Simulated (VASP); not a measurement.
# CsLiCr2Te2S3 (Pm) in VASP: single point with PBE-based screened hybrid

Aim: the single point of CsLiCr2Te2S3 with PBE-based screened hybrid.

All numbers are computed with VASP 6.6.1; they aren't measurements. Logs are shortened: lines on timing, memory, paths and dates and some standing lists are left out, and cuts for length are marked.

### 1 The cell of the first run

Symmetry: Pm, No. 6, monoclinic system. The conventional cell has a = 7.057 Å, b = 3.981 Å, c = 9.084 Å, α = 90.00°, β = 107.12°, γ = 90.00°. Within 4.5 Å of Cs (site symmetry m) lie 3 S at 3.44 to 3.50 Å and 3 Te at 3.93 to 4.13 Å and 2 Cs at 3.98 Å and 1 Cr at 4.03 Å. Li (site symmetry m) has 4 S at 2.21 to 2.63 Å and 3 Cr at 2.81 to 2.88 Å and 2 Te at 2.89 Å within 2.9 Å. Cr (site symmetry m) has 5 S at 2.47 to 2.63 Å and 1 Te at 2.79 Å and 2 Li at 2.81 Å within 3.3 Å. Cr (site symmetry m) has 2 S at 2.34 to 2.50 Å and 4 Te at 2.76 to 2.80 Å and 1 Li at 2.88 Å within 3.1 Å. Within 3.6 Å of Te (site symmetry m) lie 3 Cr at 2.76 to 2.79 Å and 2 S at 3.48 Å. Te (site symmetry m) has 3 S at 2.48 to 3.23 Å and 2 Cr at 2.80 Å and 2 Li at 2.89 Å within 3.3 Å. Within 2.9 Å of S (site symmetry m) lie 2 Li at 2.21 Å and 1 Te at 2.48 Å and 1 Cr at 2.51 Å. Within 3.1 Å of S (site symmetry m) lie 3 Cr at 2.34 to 2.47 Å and 1 Li at 2.63 Å.

### 2 Single point, PBE-based screened hybrid, collinear spin, ferromagnetic start

Input file POSCAR:

```
CsLiCr2Te2S3
1.0
    7.0568400000      0.0000000000      0.0000000000
    0.0000000000      3.9806000000      0.0000000000
   -2.6733300000      0.0000000000      8.6816800000
Cs Li Cr Te S
1 1 2 2 3
Direct
    0.0773900000      0.0000000000      0.3770600000
    0.8642400000      0.5000000000      0.7888300000
    0.1264600000      0.0000000000      0.9461600000
    0.5929000000      0.5000000000      0.9716500000
    0.5083800000      0.0000000000      0.1527000000
    0.5561200000      0.0000000000      0.7489300000
    0.8742600000      0.0000000000      0.6850200000
    0.2517600000      0.5000000000      0.8440200000
    0.9629400000      0.5000000000      0.0535700000
```

Input file INCAR.step1:

```
PREC = Accurate ; ENCUT = 520
EDIFF = 1E-5 ; ISMEAR = -1
SIGMA = 0.05 ; LREAL = False
LASPH = True ; NELM = 150
ALGO = Normal ; ISIF = 2
LWAVE = True ; LCHARG = False
ISPIN = 2 ; MAGMOM = 0 0 3 3 0 0 0 0 0
LORBIT = 11 ; LMAXMIX = 4
NBANDS = 47 ; GGA = PE
LUSENCCL = False
```

Input file INCAR.step2:

```
PREC = Accurate ; ENCUT = 520
EDIFF = 1E-6 ; ISMEAR = -1
SIGMA = 0.05 ; LREAL = False
LASPH = True ; NELM = 150
ALGO = Normal ; ISIF = 2
LWAVE = False ; LCHARG = False
ISPIN = 2 ; MAGMOM = 0 0 3 3 0 0 0 0 0
LORBIT = 11 ; LMAXMIX = 4
GGA = PE ; LHFCALC = True
AEXX = 0.25 ; HFSCREEN = 0.3
PRECFOCK = Fast ; NBANDS = 47
ISTART = 1 ; LUSENCCL = False
```

Input file KPOINTS:

```
regular mesh
0
Gamma
  2 3 2
```

Potentials or basis: VASP PAW PBE potentials, release 64 (Cs_sv, Li_sv, Cr_pv, Te, S).

The run is started by

```bash
$ cat potpaw_PBE.64/Cs_sv/POTCAR potpaw_PBE.64/Li_sv/POTCAR potpaw_PBE.64/Cr_pv/POTCAR potpaw_PBE.64/Te/POTCAR potpaw_PBE.64/S/POTCAR > POTCAR
$ cp INCAR.step1 INCAR
$ mpirun -np 1 vasp_std > vasp.out
$ cp INCAR.step2 INCAR
$ mpirun -np 1 vasp_std > vasp.out
```

OUTCAR:

```text
PREC = Accurate
   ENCUT = 520
   EDIFF = 1E-6
   ISMEAR = -1
   LREAL = False
   LASPH = True
   NELM = 150
   ISIF = 2
   ISPIN = 2
   LORBIT = 11
   GGA = PE
   LHFCALC = True
   AEXX = 0.25
   HFSCREEN = 0.3
   PRECFOCK = Fast
   ISTART = 1

 ion  position               nearest neighbor table
   1  0.077  0.000  0.377-
   2  0.864  0.500  0.789-   7 2.21   7 2.21   9 2.30   8 2.63   3 2.81   3 2.81   4 2.88   6 2.89
                             6 2.89
   3  0.126  0.000  0.946-   8 2.47   8 2.47   7 2.51   9 2.63   9 2.63   5 2.79   2 2.81   2 2.81

   4  0.593  0.500  0.972-   8 2.34   9 2.50   5 2.76   5 2.76   6 2.80   6 2.80   2 2.88
   5  0.508  0.000  0.153-   4 2.76   4 2.76   3 2.79
   6  0.556  0.000  0.749-   7 2.48   4 2.80   4 2.80   2 2.89   2 2.89   8 3.23   8 3.23
   7  0.874  0.000  0.685-   2 2.21   2 2.21   6 2.48   3 2.51
   8  0.252  0.500  0.844-   4 2.34   3 2.47   3 2.47   2 2.63   6 3.23   6 3.23
   9  0.963  0.500  0.054-   2 2.30   4 2.50   3 2.63   3 2.63

  LATTYP: Found a simple monoclinic cell.
 ALAT       =     7.0568400000
 B/A-ratio  =     0.5640768389
 C/A-ratio  =     1.2872555190
 COS(beta)  =    -0.2942913782

  Lattice vectors:

 A1 = (   7.0568400000,   0.0000000000,   0.0000000000)
 A2 = (   0.0000000000,   3.9806000000,   0.0000000000)
 A3 = (  -2.6733300000,   0.0000000000,   8.6816800000)

Analysis of symmetry for initial positions (statically):
=====================================================================
 Subroutine PRICEL returns:
 Original cell was already a primitive cell.

 Routine SETGRP: Setting up the symmetry group for a
 simple monoclinic supercell.

 Subroutine GETGRP returns: Found  2 space group operations
 (whereof  2 operations were pure point group operations)
 out of a pool of  4 trial point group operations.

The static configuration has the point symmetry C_1h.

Analysis of symmetry for dynamics (positions and initial velocities):
=====================================================================
 Subroutine PRICEL returns:
 Original cell was already a primitive cell.

 Routine SETGRP: Setting up the symmetry group for a
 simple monoclinic supercell.

 Subroutine GETGRP returns: Found  2 space group operations
 (whereof  2 operations were pure point group operations)
 out of a pool of  4 trial point group operations.

The dynamic configuration has the point symmetry C_1h.

Analysis of structural, dynamic, and magnetic symmetry:
=====================================================================
 Subroutine PRICEL returns:
 Original cell was already a primitive cell.

 Routine SETGRP: Setting up the symmetry group for a
 simple monoclinic supercell.

 Subroutine GETGRP returns: Found  2 space group operations
 (whereof  2 operations were pure point group operations)
 out of a pool of  4 trial point group operations.

The overall configuration has the point symmetry C_1h.

 Subroutine INISYM returns: Found  2 space group operations
 (whereof  2 operations are pure point group operations),
 and found     1 'primitive' translations

----------------------------------------------------------------------------------------

                                     Primitive cell

  volume of cell :     243.8724

  direct lattice vectors                    reciprocal lattice vectors
     7.056840000  0.000000000  0.000000000     0.141706486 -0.000000000  0.043635356
     0.000000000  3.980600000  0.000000000     0.000000000  0.251218409 -0.000000000
    -2.673330000  0.000000000  8.681680000     0.000000000  0.000000000  0.115185079

  length of vectors
     7.056840000  3.980600000  9.083956237     0.148272629  0.251218409  0.115185079

  position of ions in fractional coordinates (direct lattice)
     0.077390000  0.000000000  0.377060000
     0.864240000  0.500000000  0.788830000
[... 63 lines left out ...]
   NGXF,Y,Z  is equivalent  to a cutoff of  25.44, 25.06, 25.62 a.u.
 SYSTEM =  unknown system
   PREC   = accura    normal or accurate (medium, high low for compatibility)
   ISTART =      1    job   : 0-new  1-cont  2-samecut
   ICHARG =      0    charge: 1-file 2-atom 10-const
   ISPIN  =      2    spin polarized calculation?
   LNONCOLLINEAR =      F non collinear calculations
   LSORBIT =      F    spin-orbit coupling
   LASPH  =      T    aspherical Exc in radial PAW
   ENCUT  =  520.0 eV  38.22 Ry    6.18 a.u.  13.12  7.40 16.89*2*pi/ulx,y,z
   NELM   =    150;   NELMIN=  2; NELMDL=  0     # of ELM steps
   EDIFF  = 0.1E-05   stopping-criterion for ELM
   LREAL  =      F    real-space projection
   EDIFFG = 0.1E-04   stopping-criterion for IOM
   NSW    =      0    number of steps for IOM
   IBRION =     -1    ionic relax: 0-MD 1-quasi-New 2-CG
   NFREE  =      0    steps in history (QN), initial steepest desc. (CG)
   ISIF   =      2    stress and relaxation
   ISYM   =      3    0-nonsym 1-usesym 2-fastsym
   POTIM  = 0.5000    time-step for ionic-motion
   TEBEG  =    0.0;   TEEND  =   0.0 temperature during run
   PSTRESS=    0.0 pullay stress
   NELECT =      66.0000    total number of electrons
   NUPDOWN=      -1.0000    fix difference up-down
   EMIN   =  10.00;   EMAX   =-10.00  energy-range for DOS
   EFERMI =   0.00;   METHOD = LEGACY
   ISMEAR =    -1;   SIGMA  =   0.05  broadening in eV -4-tet -1-fermi 0-gaus
   EFERMI_NEDOS =   21; number of points for ismear=-14 and -15
   IALGO  =     38    algorithm
   IMIX   =      1    mixing-type and parameters
     AMIX     =   0.40;   BMIX     =  1.00
     AMIX_MAG =   1.60;   BMIX_MAG =  1.00
  volume/ion in A,a.u.               =      27.10       182.86
  Fermi-wavevector in a.u.,A,eV,Ry     =   1.058933  2.001094 15.256754  1.121340
  Thomas-Fermi vector in A             =   2.194261
   LORBIT       =     11    0 simple, 1 ext, 2 COOP (PROOUT), +10 PAW based schemes
   GGA     = PE    functional components
   LHFCALC =     T    Hartree Fock is set to
   PRECFOCK=fast      Normal, Fast or Accurate (Low or Medium for compatibility)
   ENCUT4O =  -1.0   cutoff for four orbital integrals eV
   NKREDX  =     1    reduce k-point grid by
   NKREDY  =     1    reduce k-point grid by
   NKREDZ  =     1    reduce k-point grid by
   AEXX    =    0.2500 exact exchange contribution
   HFSCREEN=    0.3000 screening length (either q_TF or 0.3 A-1)
   HFSCREENC=   0.3000 screening length for correlation (either q_TF or 0.3 A-1)
   ENCUTFOCK=  -1.0 apply spherical cutoff to Coloumb kernel
   IVDW    =     0    specifies the selected vdW correction
   LEPSILON=     F    determine dielectric tensor
   LRPA    =     F    only Hartree local field effects (RPA)
 spin polarized calculation
  energy-cutoff  :      520.00
  volume of cell :      243.87
 maximum number of plane-waves:      6596
 NGX is ok and might be reduce to    54
  NGX = 28; NGY = 16; NGZ = 36

 number of electron      66.0000007 magnetization       6.0000023

 Free energy of the ion-electron system (eV)
  ---------------------------------------------------
  ext. energy  EPLUGINS =         0.00000000
  ---------------------------------------------------
  free energy    TOTEN  =       -57.46849194 eV

  energy without entropy =      -57.46847124  energy(sigma->0) =      -57.46848159

 E-fermi :   3.9234     XC(G=0):  -7.2915

 val. band max:        3.4688663562   @ k =   0.0000   0.0000   0.5000
 cond. band min:       4.3884087605   @ k =   0.5000   0.3333   0.5000
 fundamental gap:      0.9195424044
 Fermi energy:         3.9234183331

 spin component 1

 k-point     1 :       0.0000    0.0000    0.0000
  band No.  band energies     occupation
      1     -44.9357      1.00000
      2     -44.8251      1.00000
      3     -44.8047      1.00000
      4     -44.7971      1.00000
      5     -44.4188      1.00000
      6     -44.4111      1.00000
[... 373 lines left out ...]
     44       8.7085      0.00000
     45       8.8619      0.00000
 Fermi energy:         3.9234183331

 spin component 2

 k-point     1 :       0.0000    0.0000    0.0000
  band No.  band energies     occupation
      1     -44.9345      1.00000
      2     -40.4687      1.00000
      3     -40.2837      1.00000
      4     -40.1720      1.00000
      5     -40.0827      1.00000
      6     -39.9463      1.00000
[... 373 lines left out ...]
     44       9.0463      0.00000
     45       9.3707      0.00000
 [bands above 45 left out]

------------------------ aborting loop because EDIFF is reached ----------------------------------------

  FORCE on cell =-STRESS in cart. coord.  units (eV):
  Direction    XX          YY          ZZ          XY          YZ          ZX
  --------------------------------------------------------------------------------------
  -------------------------------------------------------------------------------------
  Total       -0.7472031      0.1354119      0.1303934      0.0000000      0.0000000      0.4813827
  in kB       -4.9089280      0.8896209      0.8566505      0.0000000      0.0000000      3.1625579
  external PRESSURE =      -1.0542188 kB  Pullay stress =       0.0000000 kB

 VOLUME and BASIS-vectors are now :
 -----------------------------------------------------------------------------
  energy-cutoff  :      520.00
  volume of cell :      243.87
      direct lattice vectors                 reciprocal lattice vectors
     7.056840000  0.000000000  0.000000000     0.141706486 -0.000000000  0.043635356
     0.000000000  3.980600000  0.000000000     0.000000000  0.251218409 -0.000000000
    -2.673330000  0.000000000  8.681680000     0.000000000  0.000000000  0.115185079

 POSITION                                       TOTAL-FORCE (eV/Angst)
 -----------------------------------------------------------------------------------
     -0.46188      0.00000      3.27351         0.005886      0.000000      0.007600
      3.99000      1.99030      6.84837         0.003616      0.000000     -0.060925
     -1.63699      0.00000      8.21426        -0.014318      0.000000      0.127567
      1.58646      1.99030      8.43555        -0.053947      0.000000      0.056672
      3.17934      0.00000      1.32569         0.028178      0.000000      0.043069
      1.92231      0.00000      6.50197         0.425611      0.000000     -0.165065
      4.33823      0.00000      5.94712        -0.464048      0.000000      0.112957
     -0.47971      1.99030      7.32751        -0.029267      0.000000     -0.104513
      6.65210      1.99030      0.46508         0.098288      0.000000     -0.017361
 -----------------------------------------------------------------------------------
    total drift:                               -0.009977      0.000000     -0.009808

  FREE ENERGIE OF THE ION-ELECTRON SYSTEM (eV)
  ---------------------------------------------------
  free  energy   TOTEN  =       -57.4684919439 eV

  energy  without entropy=      -57.4684712358  energy(sigma->0) =      -57.46848159

 total charge

# of ion       s       p       d       tot
------------------------------------------
    1        2.141   4.733   0.030   6.903
    2        2.033   0.098   0.000   2.131
    3        0.271   6.223   3.964  10.458
    4        0.284   6.250   4.034  10.568
    5        1.327   2.178   0.022   3.526
    6        1.357   2.059   0.050   3.466
    7        1.345   2.405   0.000   3.750
    8        1.334   2.403   0.000   3.737
    9        1.318   2.418   0.000   3.736
--------------------------------------------------
tot         11.411  28.765   8.100  48.276

 magnetization (x)

# of ion       s       p       d       tot
------------------------------------------
    1       -0.000  -0.002  -0.000  -0.003
    2       -0.001  -0.000   0.000  -0.001
    3        0.050   0.044   3.200   3.294
    4        0.047   0.044   3.162   3.253
    5       -0.009  -0.255   0.007  -0.258
    6       -0.007  -0.101   0.002  -0.106
    7       -0.001  -0.056   0.000  -0.057
    8       -0.011  -0.182   0.000  -0.193
    9       -0.006  -0.096   0.000  -0.102
--------------------------------------------------
tot          0.063  -0.605   6.370   5.828
```

Run time: 16 min. Hardware: 1 × NVIDIA H100 80GB with 1 thread of AMD EPYC 7R13 (Zen 3), shared host; peak memory 1.4 GiB.

What came out:

```yaml
Free_energy: -57.4685 eV
Largest_force: 0.478 eV/Å
Band_gap_on_the_k_mesh: 0.92 eV, indirect (least direct gap 1.22 eV)
Net_moment: 6.00 μB per cell
Site_moments: Cs -0.00; Li -0.00; Cr +3.29, +3.25; Te -0.26, -0.11; S -0.06, -0.19, -0.10 μB
Valence_electrons_inside_the_program's_atomic_spheres: Cs 6.90; Li 2.13; Cr 10.46, 10.57; Te 3.53, 3.47; S 3.75, 3.74
```

Forces in eV/Å, atoms in the order of the input:
```
Cs   0.006  0.000  0.008
Li   0.004  0.000 -0.061
Cr  -0.014  0.000  0.128
Cr  -0.054  0.000  0.057
Te   0.028  0.000  0.043
Te   0.426  0.000 -0.165
S   -0.464  0.000  0.113
S   -0.029  0.000 -0.105
S    0.098  0.000 -0.017
```

Caveat: the k points lie up to 0.53 Å⁻¹ apart; the cutoff is under 1.25 times the usual one of these potentials, so pressure, stress and relaxed cells hold a basis-set (Pulay) error; the PAW data sets were made with another functional, which shifts forces and pressure a little; spin-orbit coupling is left out, which moves the levels of the heavy elements; only a ferromagnetic start was run, and an antiferromagnetic order may lie lower in energy.
